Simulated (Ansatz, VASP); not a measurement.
GaN in VASP and in Ansatz

```
Ga N
1.0
     0.00000    2.29770    2.29770
     2.29770    0.00000    2.29770
     2.29770    2.29770    0.00000
Ga N
1 1
Direct
  0.00000 0.00000 0.00000
  0.25000 0.25000 0.25000
```

Alike in both runs: task single point; functional B3LYP; k mesh 5 × 5 × 5; occupations fermi-dirac, width 0.05 eV; no spin polarisation.

```csv
,VASP,Ansatz
version,VASP 6.6.1,Ansatz 0.2.0
potentials or method,"VASP PAW PBE potentials, release 64 (Ga_d, N)",Ansatz PAW
plane-wave cutoff (eV),520,420
valence electrons in the cell,18,18
```

Ansatz gave:

```
gap on the k mesh at the Fermi level (eV) : 2.95
least direct gap on the mesh (eV)         : 2.95
pressure (GPa)                            : -6.4
```

Which values does VASP return?

gap on the k mesh at the Fermi level (eV): 2.98; least direct gap on the mesh (eV): 2.98; pressure (GPa): -5.3.

VASP's potentials were made for PBE, not for B3LYP.

The k mesh is coarse, so the values compare programs but aren't converged. Noted on Ansatz's run: odd divisions of the mesh miss points on the zone boundary, where band edges often lie, so the gap on the mesh can be too wide.
